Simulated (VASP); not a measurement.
Input of a VASP 6.6.1 run:

INCAR

```
  PREC = Accurate
  ENCUT = 500
  EDIFF = 1E-7
  ISMEAR = 1
  SIGMA = 0.02
  LREAL = F
  LASPH = T
  NELM = 120
  ALGO = Normal
  ISIF = 3
  LWAVE = F
  LCHARG = F
  GGA = PE
  IBRION = 2
  NSW = 80
  EDIFFG = -0.03
  GGA_COMPAT = F
  NELMIN = 4
```

File KPOINTS:

```
Automatic mesh
0
Gamma
  16 16 16
```

File POSCAR:

```
Br
1.0
   -1.8700000000      1.8700000000      1.8700000000
    1.8700000000     -1.8700000000      1.8700000000
    1.8700000000      1.8700000000     -1.8700000000
Br
1
Direct
    0.0000000000      0.0000000000      0.0000000000
```

Potentials or basis: VASP PAW PBE potentials, release 64 (Br).

Run with:

```sh
$ cat potpaw_PBE.64/Br/POTCAR > POTCAR
$ mpirun -np 1 vasp_std > vasp.out
```

Task: Estimate the space group after relaxing (to 0.1 Å).

Result: Im-3m (No. 229).

Task: Estimate the relaxed cell.

Result: a = 3.252 Å, b = 3.252 Å, c = 3.252 Å, α = 109.47°, β = 109.47°, γ = 109.47°.

Task: What does it give for the band gap on the k mesh?

Result: Zero (an odd number of electrons rules out a gap without spin polarisation).

The path:
| step | energy change (eV) | largest force (eV/Å) | pressure (GPa) | volume (Å³) |
| --- | --- | --- | --- | --- |
| 1 | 0.0000 | 0.0000 | 0.52 | 26.16 |
| 2 | -0.0007 | 0.0000 | 0.14 | 26.48 |

Caveat: an odd number of electrons without spin polarisation forces a metal; a magnetic or distorted state may lie lower.
